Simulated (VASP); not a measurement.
# Bi (P6_3/mmc) in VASP: further runs, part 2 of 2

VASP 6.6.1. Earlier steps stand in the parts before.

### Step 4. Electric field gradients, PBE (108.17 Å³/atom)

This run uses another cell than the first one.

INCAR

```
SYSTEM = Bi
PREC = Accurate ; ENCUT = 520
EDIFF = 1E-8 ; ISMEAR = -1
SIGMA = 0.03 ; LREAL = .False.
LASPH = .True. ; NELM = 80
ALGO = Normal ; ISIF = 2
LWAVE = .False. ; LCHARG = .False.
GGA = PE ; LEFG = .True.
NBANDS = 22
```

KPOINTS

```
Automatic mesh
0
Gamma
  9 9 3
  0 0 0
```

POSCAR

```
Bi
1.0
    4.5765144001      0.0000000000      0.0000000000
   -2.2882572001      3.9633777313      0.0000000000
    0.0000000000      0.0000000000     11.9267647641
Bi
2
Direct
    0.3333333333      0.6666666667      0.2500000000
    0.6666666667      0.3333333333      0.7500000000
```

Potentials or basis: VASP PAW PBE potentials, release 64 (Bi_d).

On the command line:

```
> cat potpaw_PBE.64/Bi_d/POTCAR > POTCAR
> mpirun -np 1 vasp_std > vasp.out
```

OUTCAR:

```text
SYSTEM = Bi
   PREC = Accurate
   ENCUT = 520
   EDIFF = 1E-8
   ISMEAR = -1
   LREAL = .False.
   LASPH = .True.
   NELM = 80
   ISIF = 2
   GGA = PE

 ion  position               nearest neighbor table
   1  0.333  0.667  0.250-
   2  0.667  0.333  0.750-

  LATTYP: Found a hexagonal cell.
 ALAT       =     4.5765144001
 C/A-ratio  =     2.6060804624

  Lattice vectors:

 A1 = (   4.5765144001,   0.0000000000,   0.0000000000)
 A2 = (  -2.2882572001,   3.9633777313,   0.0000000000)
 A3 = (   0.0000000000,   0.0000000000,  11.9267647641)

Analysis of symmetry for initial positions (statically):
=====================================================================
 Subroutine PRICEL returns:
 Original cell was already a primitive cell.

 Routine SETGRP: Setting up the symmetry group for a
 hexagonal supercell.

 Subroutine GETGRP returns: Found 24 space group operations
 (whereof 12 operations were pure point group operations)
 out of a pool of 24 trial point group operations.

The static configuration has the point symmetry D_3d.
 The point group associated with its full space group is D_6h.

Analysis of symmetry for dynamics (positions and initial velocities):
=====================================================================
 Subroutine PRICEL returns:
 Original cell was already a primitive cell.

 Routine SETGRP: Setting up the symmetry group for a
 hexagonal supercell.

 Subroutine GETGRP returns: Found 24 space group operations
 (whereof 12 operations were pure point group operations)
 out of a pool of 24 trial point group operations.

The dynamic configuration has the point symmetry D_3d.
 The point group associated with its full space group is D_6h.

 Subroutine INISYM returns: Found 24 space group operations
 (whereof 12 operations are pure point group operations),
 and found     1 'primitive' translations

----------------------------------------------------------------------------------------

                                     Primitive cell

  volume of cell :     216.3331

  direct lattice vectors                    reciprocal lattice vectors
     4.576514400  0.000000000  0.000000000     0.218506906  0.126155021  0.000000000
    -2.288257200  3.963377731  0.000000000     0.000000000  0.252310042  0.000000000
     0.000000000  0.000000000 11.926764764     0.000000000  0.000000000  0.083845034

  length of vectors
     4.576514400  4.576514400 11.926764764     0.252310042  0.252310042  0.083845034

  position of ions in fractional coordinates (direct lattice)
     0.333333333  0.666666667  0.250000000
     0.666666667  0.333333333  0.750000000

  ion indices of the primitive-cell ions
   primitive index   ion index
                 1           1
                 2           2

----------------------------------------------------------------------------------------

 KPOINTS: Automatic mesh
[... 70 lines left out ...]
   NSW    =      0    number of steps for IOM
   IBRION =     -1    ionic relax: 0-MD 1-quasi-New 2-CG
   NFREE  =      0    steps in history (QN), initial steepest desc. (CG)
   ISIF   =      2    stress and relaxation
   ISYM   =      2    0-nonsym 1-usesym 2-fastsym
   POTIM  = 0.5000    time-step for ionic-motion
   TEBEG  =    0.0;   TEEND  =   0.0 temperature during run
   PSTRESS=    0.0 pullay stress
   NELECT =      30.0000    total number of electrons
   NUPDOWN=      -1.0000    fix difference up-down
   EMIN   =  10.00;   EMAX   =-10.00  energy-range for DOS
   EFERMI =   0.00;   METHOD = LEGACY
   ISMEAR =    -1;   SIGMA  =   0.03  broadening in eV -4-tet -1-fermi 0-gaus
   EFERMI_NEDOS =   21; number of points for ismear=-14 and -15
   IALGO  =     38    algorithm
   IMIX   =      4    mixing-type and parameters
     AMIX     =   0.40;   BMIX     =  1.00
     AMIX_MAG =   1.60;   BMIX_MAG =  1.00
  volume/ion in A,a.u.               =     108.17       729.94
  Fermi-wavevector in a.u.,A,eV,Ry     =   0.847372  1.601301  9.769525  0.718040
  Thomas-Fermi vector in A             =   1.962868
   LORBIT       =      0    0 simple, 1 ext, 2 COOP (PROOUT), +10 PAW based schemes
   GGA     = PE    functional components
   LHFCALC =     F    Hartree Fock is set to
   AEXX    =    0.0000 exact exchange contribution
   IVDW    =     0    specifies the selected vdW correction
   LEPSILON=     F    determine dielectric tensor
   LRPA    =     F    only Hartree local field effects (RPA)
 non-spin polarized calculation
  energy-cutoff  :      520.00
  volume of cell :      216.33
 maximum number of plane-waves:      5882
 NGX is ok and might be reduce to    36
   NGX = 17   NGY = 17   NGZ = 45

 number of electron      29.9999993 magnetization

 Free energy of the ion-electron system (eV)
  ---------------------------------------------------
  ext. energy  EPLUGINS =         0.00000000
  ---------------------------------------------------
  free energy    TOTEN  =        -3.11587137 eV

  energy without entropy =       -3.09269356  energy(sigma->0) =       -3.10428247

 E-fermi :  -1.1419     XC(G=0):  -5.2395

 val. band max:       -1.1422340395   @ k =   0.3333   0.0000   0.3333
 cond. band min:      -1.1410887934   @ k =   0.3333   0.1111   0.3333
 fundamental gap:      0.0011452461
 Fermi energy:        -1.1419158025

 k-point     1 :       0.0000    0.0000    0.0000
  band No.  band energies     occupation
      1     -23.9625      2.00000
      2     -23.9625      2.00000
      3     -23.9587      2.00000
      4     -23.9587      2.00000
      5     -23.9587      2.00000
      6     -23.9587      2.00000
[... 589 lines left out ...]
     21       4.4256      0.00000
     22       4.9377      0.00000

------------------------ aborting loop because EDIFF is reached ----------------------------------------

  FORCE on cell =-STRESS in cart. coord.  units (eV):
  Direction    XX          YY          ZZ          XY          YZ          ZX
  --------------------------------------------------------------------------------------
  -------------------------------------------------------------------------------------
  Total       -6.1867976     -6.1867976     -0.4260068      0.0000000      0.0000000      0.0000000
  in kB      -45.8198370    -45.8198370     -3.1550350      0.0000000      0.0000000      0.0000000
  external PRESSURE =     -31.5982364 kB  Pullay stress =       0.0000000 kB

 VOLUME and BASIS-vectors are now :
 -----------------------------------------------------------------------------
  energy-cutoff  :      520.00
  volume of cell :      216.33
      direct lattice vectors                 reciprocal lattice vectors
     4.576514400  0.000000000  0.000000000     0.218506906  0.126155021  0.000000000
    -2.288257200  3.963377731  0.000000000     0.000000000  0.252310042  0.000000000
     0.000000000  0.000000000 11.926764764     0.000000000  0.000000000  0.083845034

 POSITION                                       TOTAL-FORCE (eV/Angst)
 -----------------------------------------------------------------------------------
     -0.00000      2.64225      2.98169        -0.000000      0.000000      0.000000
      2.28826      1.32113      8.94507         0.000000      0.000000      0.000000
 -----------------------------------------------------------------------------------
    total drift:                               -0.000000      0.000000      0.000000

  FREE ENERGIE OF THE ION-ELECTRON SYSTEM (eV)
  ---------------------------------------------------
  free  energy   TOTEN  =        -3.1158713712 eV

  energy  without entropy=       -3.0926935616  energy(sigma->0) =       -3.10428247

 Electric field gradients (V/A^2)
---------------------------------------------------------------------
 ion       V_xx      V_yy      V_zz      V_xy      V_xz      V_yz
---------------------------------------------------------------------
   1      69.287    69.287  -138.574     0.000     0.000    -0.000
   2      69.287    69.287  -138.574     0.000    -0.000     0.000
---------------------------------------------------------------------

 Electric field gradients after diagonalization (V/A^2)
 (convention: |V_zz| > |V_xx| > |V_yy|)
----------------------------------------------------------------------
 ion       V_xx      V_yy      V_zz     asymmetry (V_yy - V_xx)/ V_zz
----------------------------------------------------------------------
   1      69.288    69.287  -138.574       0.000
   2      69.288    69.287  -138.574       0.000
----------------------------------------------------------------------

           NMR quadrupolar parameters

 Cq : quadrupolar parameter    Cq=e*Q*V_zz/h
 eta: asymmetry parameters     (V_yy - V_xx)/ V_zz
 Q  : nuclear electric quadrupole moment in mb (millibarn)
----------------------------------------------------------------------
 ion       Cq(MHz)       eta       Q (mb)
----------------------------------------------------------------------
   1      -0.335       0.000       1.000
   2      -0.335       0.000       1.000
----------------------------------------------------------------------
```

OSZICAR:

```text
N       E                     dE             d eps       ncg     rms          rms(c)
DAV:   1     0.258145071092E+03    0.25815E+03   -0.14201E+04  1144   0.116E+03
DAV:   2     0.164836004997E+02   -0.24166E+03   -0.23835E+03  1146   0.317E+02
DAV:   3    -0.247837565169E+01   -0.18962E+02   -0.18777E+02  1272   0.116E+02
DAV:   4    -0.310370384781E+01   -0.62533E+00   -0.62267E+00  1316   0.233E+01
DAV:   5    -0.312434306695E+01   -0.20639E-01   -0.20638E-01  1514   0.396E+00    0.775E-01
DAV:   6    -0.311220743311E+01    0.12136E-01   -0.33861E-02  1284   0.139E+00    0.495E-01
DAV:   7    -0.311427290135E+01   -0.20655E-02   -0.39683E-02  1218   0.120E+00    0.126E-01
DAV:   8    -0.311547700018E+01   -0.12041E-02   -0.28667E-03  1164   0.635E-01    0.524E-02
DAV:   9    -0.311579242265E+01   -0.31542E-03   -0.26182E-04  1204   0.806E-02    0.225E-02
DAV:  10    -0.311586497086E+01   -0.72548E-04   -0.72535E-05  1318   0.357E-02    0.318E-03
DAV:  11    -0.311587123191E+01   -0.62611E-05   -0.70149E-06  1176   0.174E-02    0.148E-03
DAV:  12    -0.311587130257E+01   -0.70655E-07   -0.99299E-07  1188   0.948E-03    0.560E-04
DAV:  13    -0.311587133402E+01   -0.31455E-07   -0.87011E-08   990   0.174E-03    0.262E-04
DAV:  14    -0.311587136582E+01   -0.31797E-07   -0.26796E-08   930   0.124E-03    0.116E-04
DAV:  15    -0.311587137118E+01   -0.53615E-08   -0.28879E-09   852   0.352E-04
   1 F= -.31158714E+01 E0= -.31042825E+01  d E =-.231778E-01
```

stdout:

```text
POSCAR found type information on POSCAR Bi
 POSCAR found :  1 types and       2 ions
 scaLAPACK will be used
 LDA part: xc-table for (Slater+PW92), standard interpolation
 POSCAR, INCAR and KPOINTS ok, starting setup
 FFT: planning ... GRIDC
 FFT: planning ... GRID_SOFT
 FFT: planning ... GRID
 WAVECAR not read
 entering main loop
ion   1

ion   2
```

Wall time 3.1 min (1 thread of Intel Xeon Platinum 8175M at 2.50GHz (Skylake/Cascade Lake), shared host); peak memory 0.36 GiB.

What came out:

```yaml
Free_energy: -3.1159 eV
Pressure: -3.2 GPa
Band_gap_on_the_k_mesh: zero (bands 15 and 16 overlap by 2.04 eV)
Largest_electric_field_gradient_by_atom: Bi -138.6 V/Å²
```

Stress tensor (GPa, compression positive):
```
-4.58  0.00  0.00
 0.00 -4.58  0.00
 0.00  0.00 -0.32
```

Levels at points of the mesh, in eV from the Fermi level:
| k point | band 11 | band 12 | band 13 | band 14 | band 15 | band 16 | band 17 | band 18 | band 19 | band 20 |
| --- | --- | --- | --- | --- | --- | --- | --- | --- | --- | --- |
| (0.00, 0.00, 0.00) | -10.29 | -10.28 | -0.80 | -0.32 | 1.37 | 1.37 | 1.38 | 1.38 | 3.04 | 4.49 |

Electric field gradients, principal values (V/Å²):
| atom | least | middle | greatest (by size) |
| --- | --- | --- | --- |
| 1 Bi | 69.287 | 69.288 | -138.574 |
| 2 Bi | 69.287 | 69.288 | -138.574 |

Caveat: the cell stands under tension; without QUAD_EFG the Cq values of the log hold for a quadrupole moment of 1 mb, not for the nuclei; spin-orbit coupling is left out, which moves the levels of the heavy elements.

### Step 5. Electric field gradients, PBE, non-collinear spin, zero start, spin-orbit coupling

This run uses another cell than the first one.

INCAR

```
SYSTEM = Bi
  PREC = Accurate
  ENCUT = 520
  EDIFF = 1E-8
  ISMEAR = -1
  SIGMA = 0.03
  LREAL = .FALSE.
  LASPH = .TRUE.
  NELM = 150
  ALGO = Normal
  ISIF = 2
  LWAVE = .FALSE.
  LCHARG = .FALSE.
  LNONCOLLINEAR = .TRUE.
  MAGMOM = 0 0 0 0 0 0
  LORBIT = 11
  LSORBIT = .TRUE.
  GGA_COMPAT = .FALSE.
  LORBMOM = .TRUE.
  GGA = PE
  LEFG = .TRUE.
  NBANDS = 42
```

KPOINTS

```
regular mesh
0
G
  9 9 3
  0 0 0
```

POSCAR

```
Bi
1.0
    4.5390002997      0.0000000000      0.0000000000
   -2.2695001499      3.9308895674      0.0000000000
    0.0000000000      0.0000000000     11.8290000000
Bi
2
Direct
    0.3333333333      0.6666666667      0.2500000000
    0.6666666667      0.3333333333      0.7500000000
```

Potentials or basis: VASP PAW PBE potentials, release 64 (Bi_d).

On the command line:

```
> cat potpaw_PBE.64/Bi_d/POTCAR > POTCAR
> mpirun -np 1 vasp_ncl > vasp.out
```

OUTCAR:

```text
SYSTEM = Bi
   PREC = Accurate
   ENCUT = 520
   EDIFF = 1E-8
   ISMEAR = -1
   LREAL = .FALSE.
   LASPH = .TRUE.
   NELM = 150
   ISIF = 2
   LNONCOLLINEAR = .TRUE.
   LORBIT = 11
   LSORBIT = .TRUE.
   GGA = PE

 ion  position               nearest neighbor table
   1  0.333  0.667  0.250-
   2  0.667  0.333  0.750-

  LATTYP: Found a hexagonal cell.
 ALAT       =     4.5390002997
 C/A-ratio  =     2.6060804624

  Lattice vectors:

 A1 = (   4.5390002997,   0.0000000000,   0.0000000000)
 A2 = (  -2.2695001499,   3.9308895674,   0.0000000000)
 A3 = (   0.0000000000,   0.0000000000,  11.8290000000)

Analysis of symmetry for initial positions (statically):
=====================================================================
 Subroutine PRICEL returns:
 Original cell was already a primitive cell.

 Routine SETGRP: Setting up the symmetry group for a
 hexagonal supercell.

 Subroutine GETGRP returns: Found 24 space group operations
 (whereof 12 operations were pure point group operations)
 out of a pool of 24 trial point group operations.

The static configuration has the point symmetry D_3d.
 The point group associated with its full space group is D_6h.

Analysis of symmetry for dynamics (positions and initial velocities):
=====================================================================
 Subroutine PRICEL returns:
 Original cell was already a primitive cell.

 Routine SETGRP: Setting up the symmetry group for a
 hexagonal supercell.

 Subroutine GETGRP returns: Found 24 space group operations
 (whereof 12 operations were pure point group operations)
 out of a pool of 24 trial point group operations.

The dynamic configuration has the point symmetry D_3d.
 The point group associated with its full space group is D_6h.

Analysis of structural, dynamic, and magnetic symmetry:
=====================================================================
 Subroutine PRICEL returns:
 Original cell was already a primitive cell.

 Routine SETGRP: Setting up the symmetry group for a
 hexagonal supercell.

 Subroutine GETGRP returns: Found 24 space group operations
[... 1315 lines left out ...]
  1         0.000   0.000   0.000
  2        -0.000   0.000  -0.000
 ----------------------------------------
           -0.000   0.000  -0.000

 orbital moment (z)

 # of ion     p       d       tot
 ----------------------------------------
  1         0.000   0.000   0.000
  2         0.000   0.000   0.000
 ----------------------------------------
            0.000   0.000   0.000

 Spin-Orbit-Coupling matrix elements

 Ion:    1  E_soc:     -2.7363130
 l=   1
     0.0000000    -0.4268490    -0.3174699
    -0.4268490     0.0000000    -0.4268490
    -0.3174699    -0.4268490     0.0000000
 l=   2
     0.0000000    -0.0131026     0.0000000    -0.0131026    -0.0526516
    -0.0131026     0.0000000    -0.0393962    -0.0131341    -0.0131026
     0.0000000    -0.0393962     0.0000000    -0.0393962     0.0000000
    -0.0131026    -0.0131341    -0.0393962     0.0000000    -0.0131026
    -0.0526516    -0.0131026     0.0000000    -0.0131026     0.0000000
 l=   3
     0.0000000     0.0000000     0.0000000     0.0000000     0.0000000     0.0000000     0.0000000
     0.0000000     0.0000000     0.0000000     0.0000000     0.0000000     0.0000000     0.0000000
     0.0000000     0.0000000     0.0000000     0.0000000     0.0000000     0.0000000     0.0000000
     0.0000000     0.0000000     0.0000000     0.0000000     0.0000000     0.0000000     0.0000000
     0.0000000     0.0000000     0.0000000     0.0000000     0.0000000     0.0000000     0.0000000
     0.0000000     0.0000000     0.0000000     0.0000000     0.0000000     0.0000000     0.0000000
     0.0000000     0.0000000     0.0000000     0.0000000     0.0000000     0.0000000     0.0000000

 Ion:    2  E_soc:     -2.7363130
 l=   1
     0.0000000    -0.4268490    -0.3174699
    -0.4268490     0.0000000    -0.4268490
    -0.3174699    -0.4268490     0.0000000
 l=   2
     0.0000000    -0.0131026     0.0000000    -0.0131026    -0.0526516
    -0.0131026     0.0000000    -0.0393962    -0.0131341    -0.0131026
     0.0000000    -0.0393962     0.0000000    -0.0393962     0.0000000
    -0.0131026    -0.0131341    -0.0393962     0.0000000    -0.0131026
    -0.0526516    -0.0131026     0.0000000    -0.0131026     0.0000000
 l=   3
     0.0000000     0.0000000     0.0000000     0.0000000     0.0000000     0.0000000     0.0000000
     0.0000000     0.0000000     0.0000000     0.0000000     0.0000000     0.0000000     0.0000000
     0.0000000     0.0000000     0.0000000     0.0000000     0.0000000     0.0000000     0.0000000
     0.0000000     0.0000000     0.0000000     0.0000000     0.0000000     0.0000000     0.0000000
     0.0000000     0.0000000     0.0000000     0.0000000     0.0000000     0.0000000     0.0000000
     0.0000000     0.0000000     0.0000000     0.0000000     0.0000000     0.0000000     0.0000000
     0.0000000     0.0000000     0.0000000     0.0000000     0.0000000     0.0000000     0.0000000

 total charge

# of ion       s       p       d       tot
------------------------------------------
    1        1.530   1.213   9.886  12.628
    2        1.530   1.213   9.886  12.628
--------------------------------------------------
tot          3.059   2.426  19.772  25.257

 magnetization (x)

# of ion       s       p       d       tot
------------------------------------------
    1        0.000  -0.000   0.000  -0.000
    2       -0.000  -0.000   0.000  -0.000
--------------------------------------------------
tot          0.000  -0.000   0.000  -0.000

 magnetization (y)

# of ion       s       p       d       tot
------------------------------------------
    1       -0.000   0.000   0.000  -0.000
    2       -0.000   0.000   0.000  -0.000
--------------------------------------------------
tot         -0.000   0.000   0.000  -0.000

 magnetization (z)

# of ion       s       p       d       tot
------------------------------------------
    1        0.000   0.000   0.000   0.000
    2        0.000   0.000   0.000   0.000
--------------------------------------------------
tot          0.000   0.000   0.000   0.000
```

stdout:

```text
POSCAR found type information on POSCAR Bi
 POSCAR found :  1 types and       2 ions
 scaLAPACK will be used
 LDA part: xc-table for (Slater+PW92), standard interpolation
 POSCAR, INCAR and KPOINTS ok, starting setup
 FFT: planning ... GRIDC
 FFT: planning ... GRID_SOFT
 FFT: planning ... GRID
 WAVECAR not read
 entering main loop
ion   1

ion   2
```

Wall time 13 min (1 thread of Oxide Virtual Turin-like, shared host); peak memory 0.9 GiB.

What came out:

```
Free energy                                           : -6.1978 eV
Pressure                                              : -1.9 GPa
Net moment                                            : 0.00 μB per cell
Largest electric field gradient by atom               : Bi -225.5 V/Å²
Valence electrons inside the program's atomic spheres : Bi 12.63
```

Stress tensor (GPa, compression positive):
```
-2.68  0.00  0.00
 0.00 -2.68  0.00
 0.00  0.00 -0.30
```

Moments on the atoms (μB; x, y, z):
```
Bi  0.00 0.00 0.00
Bi  0.00 0.00 0.00
```

Electric field gradients, principal values (V/Å²):
```tsv
atom	least	middle	greatest (by size)
1 Bi	112.731	112.734	-225.464
2 Bi	112.731	112.734	-225.464
```

Caveat: without QUAD_EFG the Cq values of the log hold for a quadrupole moment of 1 mb, not for the nuclei.

### Step 6. Summary

| spin | cell | gap on the mesh (eV) | pressure (GPa) |
| --- | --- | --- | --- |
| off | a = 4.569, b = 4.569, c = 11.907 Å, angles 90.0, 90.0, 120.0°, 2 atoms | none | -3.2 |
| off | a = 4.577, b = 4.577, c = 11.927 Å, angles 90.0, 90.0, 120.0°, 2 atoms | none | -3.2 |
| non-collinear, zero start, SOC | a = 4.539, b = 4.539, c = 11.829 Å, angles 90.0, 90.0, 120.0°, 2 atoms | - | -1.9 |

Alike in all rows: task electric field gradients; level PBE; potentials or basis VASP PAW PBE potentials, release 64 (Bi_d); k mesh 9 × 9 × 3; cutoff (eV) 520; smearing fermi-dirac 0.03 eV.

Caveats: the cell stands under tension (at least some runs); spin-orbit coupling is left out, which moves the levels of the heavy elements (at least some runs).

Absolute energies hang on the potentials; compare differences alone.
